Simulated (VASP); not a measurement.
# TiPd3 in VASP: a series of runs

The runs below take TiPd3 through single point, with LDA.

Everything below comes from runs of VASP 6.6.1. Logs are shortened: lines on timing, memory, paths and dates and some standing lists are left out, and cuts for length are marked.

**1. The cell of the first run**

The structure is tetragonal, space group P4/mmm (No. 123). Conventional cell: a = 3.858 Å, b = 3.858 Å, c = 3.820 Å, α = 90.00°, β = 90.00°, γ = 90.00°. Ti (site symmetry 4/mmm) has 12 Pd at 2.71 to 2.73 Å within 3.6 Å. Within 3.6 Å of Pd (site symmetry mmm) lie 4 Ti at 2.71 Å and 8 Pd at 2.71 to 2.73 Å. Pd (site symmetry 4/mmm) has 8 Pd at 2.71 Å and 4 Ti at 2.73 Å within 3.6 Å.

**2. Single point, LDA (equal xx and yy strain of +1 %)**

Contents of INCAR:

```
  PREC = Accurate
  ENCUT = 520
  EDIFF = 1E-7
  ISMEAR = -1
  SIGMA = 0.05
  LREAL = False
  LASPH = True
  NELM = 80
  ALGO = Normal
  ISIF = 2
  LWAVE = False
  LCHARG = False
  GGA = CA
  NBANDS = 29
```

Contents of KPOINTS:

```
regular mesh
0
Gamma
  11 11 11
```

Contents of POSCAR:

```
TiPd3
1.0
    3.8582000000      0.0000000000      0.0000000000
    0.0000000000      3.8582000000      0.0000000000
    0.0000000000      0.0000000000      3.8200000000
Ti Pd
1 3
Direct
    0.0000000000      0.0000000000      0.0000000000
    0.0000000000      0.5000000000      0.5000000000
    0.5000000000      0.0000000000      0.5000000000
    0.5000000000      0.5000000000      0.0000000000
```

Potentials or basis: VASP PAW LDA potentials, release 64 (Ti_sv, Pd).

The run is started by

```sh
> cat potpaw_LDA.64/Ti_sv/POTCAR potpaw_LDA.64/Pd/POTCAR > POTCAR
> mpirun -np 1 vasp_std > vasp.out
```

OUTCAR:

```text
PREC = Accurate
   ENCUT = 520
   EDIFF = 1E-7
   ISMEAR = -1
   LREAL = False
   LASPH = True
   NELM = 80
   ISIF = 2
   GGA = CA

 ion  position               nearest neighbor table
   1  0.000  0.000  0.000-   2 2.71   3 2.71   2 2.71   3 2.71   2 2.71   2 2.71   3 2.71   3 2.71
                             4 2.73   4 2.73   4 2.73   4 2.73
   2  0.000  0.500  0.500-   1 2.71   4 2.71   1 2.71   4 2.71   1 2.71   1 2.71   4 2.71   4 2.71
                             3 2.73   3 2.73   3 2.73   3 2.73
   3  0.500  0.000  0.500-   1 2.71   4 2.71   1 2.71   4 2.71   4 2.71   4 2.71   1 2.71   1 2.71
                             2 2.73   2 2.73   2 2.73   2 2.73
   4  0.500  0.500  0.000-   2 2.71   3 2.71   2 2.71   3 2.71   3 2.71   3 2.71   2 2.71   2 2.71
                             1 2.73   1 2.73   1 2.73   1 2.73

  LATTYP: Found a simple tetragonal cell.
 ALAT       =     3.8582000000
 C/A-ratio  =     0.9900990099

  Lattice vectors:

 A1 = (   3.8582000000,   0.0000000000,   0.0000000000)
 A2 = (   0.0000000000,   3.8582000000,   0.0000000000)
 A3 = (   0.0000000000,   0.0000000000,   3.8200000000)

Analysis of symmetry for initial positions (statically):
=====================================================================
 Subroutine PRICEL returns:
 Original cell was already a primitive cell.

 Routine SETGRP: Setting up the symmetry group for a
 simple tetragonal supercell.

 Subroutine GETGRP returns: Found 16 space group operations
 (whereof 16 operations were pure point group operations)
 out of a pool of 16 trial point group operations.

The static configuration has the point symmetry D_4h.

Analysis of symmetry for dynamics (positions and initial velocities):
=====================================================================
 Subroutine PRICEL returns:
 Original cell was already a primitive cell.

 Routine SETGRP: Setting up the symmetry group for a
 simple tetragonal supercell.

 Subroutine GETGRP returns: Found 16 space group operations
 (whereof 16 operations were pure point group operations)
 out of a pool of 16 trial point group operations.

The dynamic configuration has the point symmetry D_4h.

 Subroutine INISYM returns: Found 16 space group operations
 (whereof 16 operations are pure point group operations),
 and found     1 'primitive' translations

----------------------------------------------------------------------------------------

                                     Primitive cell

  volume of cell :      56.8634

  direct lattice vectors                    reciprocal lattice vectors
     3.858200000  0.000000000  0.000000000     0.259188222  0.000000000  0.000000000
     0.000000000  3.858200000  0.000000000     0.000000000  0.259188222  0.000000000
     0.000000000  0.000000000  3.820000000     0.000000000  0.000000000  0.261780105

  length of vectors
     3.858200000  3.858200000  3.820000000     0.259188222  0.259188222  0.261780105

  position of ions in fractional coordinates (direct lattice)
     0.000000000  0.000000000  0.000000000
     0.000000000  0.500000000  0.500000000
     0.500000000  0.000000000  0.500000000
     0.500000000  0.500000000  0.000000000

  ion indices of the primitive-cell ions
   primitive index   ion index
                 1           1
                 2           2
                 3           3
                 4           4

----------------------------------------------------------------------------------------

 KPOINTS: regular mesh

Automatic generation of k-mesh.
 Grid dimensions read from file:
 generate k-points for:   11   11   11

 Generating k-lattice:

  Cartesian coordinates                     Fractional coordinates (reciprocal lattice)
     0.023562566  0.000000000  0.000000000     0.090909091  0.000000000  0.000000000
     0.000000000  0.023562566  0.000000000     0.000000000  0.090909091  0.000000000
     0.000000000  0.000000000  0.023798191     0.000000000  0.000000000  0.090909091

  Length of vectors
     0.023562566  0.023562566  0.023798191

  Shift w.r.t. Gamma in fractional coordinates (k-lattice)
     0.000000000  0.000000000  0.000000000

 Subroutine IBZKPT returns following result:
 ===========================================

 Found    126 irreducible k-points:

 Following reciprocal coordinates:
            Coordinates               Weight
  0.000000  0.000000  0.000000      1.000000
  0.090909  0.000000  0.000000      4.000000
  0.181818  0.000000  0.000000      4.000000
  0.272727  0.000000  0.000000      4.000000
  0.363636  0.000000  0.000000      4.000000
  0.454545  0.000000  0.000000      4.000000
[... 16 lines left out ...]
  0.090909  0.000000  0.090909      8.000000
  0.181818  0.000000  0.090909      8.000000
 [... further k-points ...]
   k-points           NKPTS =    126   k-points in BZ     NKDIM =    126   number of bands    NBANDS=     29
   number of dos      NEDOS =    301   number of ions     NIONS =      4
   total plane-waves  NPLWV =  25200
   dimension x,y,z NGX =    30 NGY =   30 NGZ =   28
   dimension x,y,z NGXF=    60 NGYF=   60 NGZF=   56
   ions per type =               1   3
   NGX,Y,Z   is equivalent  to a cutoff of  12.93, 12.93, 12.19 a.u.
   NGXF,Y,Z  is equivalent  to a cutoff of  25.85, 25.85, 24.37 a.u.
 SYSTEM =  unknown system
   PREC   = accura    normal or accurate (medium, high low for compatibility)
   ISTART =      0    job   : 0-new  1-cont  2-samecut
   ICHARG =      2    charge: 1-file 2-atom 10-const
   ISPIN  =      1    spin polarized calculation?
   LNONCOLLINEAR =      F non collinear calculations
   LSORBIT =      F    spin-orbit coupling
   LASPH  =      T    aspherical Exc in radial PAW
   ENCUT  =  520.0 eV  38.22 Ry    6.18 a.u.   7.17  7.17  7.10*2*pi/ulx,y,z
   NELM   =     80;   NELMIN=  2; NELMDL= -5     # of ELM steps
   EDIFF  = 0.1E-06   stopping-criterion for ELM
   LREAL  =      F    real-space projection
   EDIFFG = 0.1E-05   stopping-criterion for IOM
   NSW    =      0    number of steps for IOM
   IBRION =     -1    ionic relax: 0-MD 1-quasi-New 2-CG
   NFREE  =      0    steps in history (QN), initial steepest desc. (CG)
   ISIF   =      2    stress and relaxation
   ISYM   =      2    0-nonsym 1-usesym 2-fastsym
   POTIM  = 0.5000    time-step for ionic-motion
   TEBEG  =    0.0;   TEEND  =   0.0 temperature during run
   PSTRESS=    0.0 pullay stress
   NELECT =      42.0000    total number of electrons
   NUPDOWN=      -1.0000    fix difference up-down
   EMIN   =  10.00;   EMAX   =-10.00  energy-range for DOS
   EFERMI =   0.00;   METHOD = LEGACY
   ISMEAR =    -1;   SIGMA  =   0.05  broadening in eV -4-tet -1-fermi 0-gaus
   EFERMI_NEDOS =   21; number of points for ismear=-14 and -15
   IALGO  =     38    algorithm
   IMIX   =      4    mixing-type and parameters
     AMIX     =   0.40;   BMIX     =  1.00
     AMIX_MAG =   1.60;   BMIX_MAG =  1.00
  volume/ion in A,a.u.               =      14.22        95.93
  Fermi-wavevector in a.u.,A,eV,Ry     =   1.479836  2.796485 29.795605  2.189915
  Thomas-Fermi vector in A             =   2.593945
   LORBIT       =      0    0 simple, 1 ext, 2 COOP (PROOUT), +10 PAW based schemes
   GGA     = CA    functional components
   LHFCALC =     F    Hartree Fock is set to
   AEXX    =    0.0000 exact exchange contribution
   IVDW    =     0    specifies the selected vdW correction
   LEPSILON=     F    determine dielectric tensor
   LRPA    =     F    only Hartree local field effects (RPA)
 non-spin polarized calculation
  energy-cutoff  :      520.00
  volume of cell :       56.86
 maximum number of plane-waves:      1548
 NGX is ok and might be reduce to    30
   NGX = 15   NGY = 15   NGZ = 15

 number of electron      42.0000016 magnetization

 Free energy of the ion-electron system (eV)
  ---------------------------------------------------
  ext. energy  EPLUGINS =         0.00000000
  ---------------------------------------------------
  free energy    TOTEN  =       -30.81165708 eV

  energy without entropy =      -30.79945835  energy(sigma->0) =      -30.80555771

 E-fermi :  11.2343     XC(G=0): -13.5162

 val. band max:       11.2317684696   @ k =   0.4545   0.0909   0.0909
 cond. band min:      11.2353834086   @ k =   0.4545   0.0000   0.0909
 fundamental gap:      0.0036149390
 Fermi energy:        11.2342710329

 k-point     1 :       0.0000    0.0000    0.0000
  band No.  band energies     occupation
      1     -46.2174      2.00000
      2     -22.8200      2.00000
      3     -22.8200      2.00000
      4     -22.8163      2.00000
      5       3.0084      2.00000
      6       4.6891      2.00000
[... 21 lines left out ...]
     28      13.8248      0.00000
     29      21.3350      0.00000

 k-point     2 :       0.0909    0.0000    0.0000
  band No.  band energies     occupation
      1     -46.2172      2.00000
      2     -22.8223      2.00000
      3     -22.8203      2.00000
      4     -22.8166      2.00000
      5       3.1124      2.00000
      6       4.7506      2.00000
[... 21 lines left out ...]
     28      14.4477      0.00000
     29      21.3833      0.00000

 k-point     3 :       0.1818    0.0000    0.0000
  band No.  band energies     occupation
      1     -46.2168      2.00000
      2     -22.8285      2.00000
      3     -22.8211      2.00000
      4     -22.8175      2.00000
      5       3.4165      2.00000
      6       4.9254      2.00000
[... 21 lines left out ...]
     28      15.4901      0.00000
     29      21.2546      0.00000

 k-point     4 :       0.2727    0.0000    0.0000
  band No.  band energies     occupation
      1     -46.2162      2.00000
      2     -22.8366      2.00000
      3     -22.8222      2.00000
      4     -22.8187      2.00000
      5       3.8918      2.00000
      6       5.1805      2.00000
[... 597 lines left out ...]
     28      14.3031      0.00000
     29      21.2892      0.00000

 k-point    23 :       0.0909    0.0000    0.0909
  band No.  band energies     occupation
      1     -46.2170      2.00000
      2     -22.8228      2.00000
      3     -22.8207      2.00000
      4     -22.8189      2.00000
      5       3.2166      2.00000
      6       4.8125      2.00000
[... 21 lines left out ...]
     28      14.7334      0.00000
     29      21.4157      0.00000

 k-point    24 :       0.1818    0.0000    0.0909
  band No.  band energies     occupation
      1     -46.2166      2.00000
      2     -22.8288      2.00000
      3     -22.8215      2.00000
      4     -22.8196      2.00000
      5       3.5153      2.00000
      6       4.9841      2.00000
[... 21 lines left out ...]
     28      15.6469      0.00000
     29      21.2639      0.00000

 [... further k-points ...]

------------------------ aborting loop because EDIFF is reached ----------------------------------------

  FORCE on cell =-STRESS in cart. coord.  units (eV):
  Direction    XX          YY          ZZ          XY          YZ          ZX
  --------------------------------------------------------------------------------------
  -------------------------------------------------------------------------------------
  Total       -0.8140407     -0.8140407     -0.2869782      0.0000000      0.0000000      0.0000000
  in kB      -22.9363264    -22.9363264     -8.0858691      0.0000000      0.0000000      0.0000000
  external PRESSURE =     -17.9861740 kB  Pullay stress =       0.0000000 kB

 VOLUME and BASIS-vectors are now :
 -----------------------------------------------------------------------------
  energy-cutoff  :      520.00
  volume of cell :       56.86
      direct lattice vectors                 reciprocal lattice vectors
     3.858200000  0.000000000  0.000000000     0.259188222  0.000000000  0.000000000
     0.000000000  3.858200000  0.000000000     0.000000000  0.259188222  0.000000000
     0.000000000  0.000000000  3.820000000     0.000000000  0.000000000  0.261780105

 POSITION                                       TOTAL-FORCE (eV/Angst)
 -----------------------------------------------------------------------------------
      0.00000      0.00000      0.00000         0.000000      0.000000      0.000000
      0.00000      1.92910      1.91000         0.000000      0.000000      0.000000
      1.92910      0.00000      1.91000         0.000000      0.000000      0.000000
      1.92910      1.92910      0.00000         0.000000      0.000000      0.000000
 -----------------------------------------------------------------------------------
    total drift:                                0.000000      0.000000     -0.000000

  FREE ENERGIE OF THE ION-ELECTRON SYSTEM (eV)
  ---------------------------------------------------
  free  energy   TOTEN  =       -30.8116570760 eV

  energy  without entropy=      -30.7994583475  energy(sigma->0) =      -30.80555771
```

Run time: 88 s. Hardware: 1 thread of Intel Xeon 6975P-C (Granite Rapids), shared host; peak memory 0.28 GiB.

What came out:

| Property | Result |
| --- | --- |
| Free energy | -30.8117 eV |
| Pressure | -1.8 GPa |
| Band gap on the k mesh | zero (bands 21 and 22 overlap by 1.30 eV) |

Caveat: the cell differs from its parent crystal (equal xx and yy strain of +1 %).

(Part 1 of 2 ends here.)
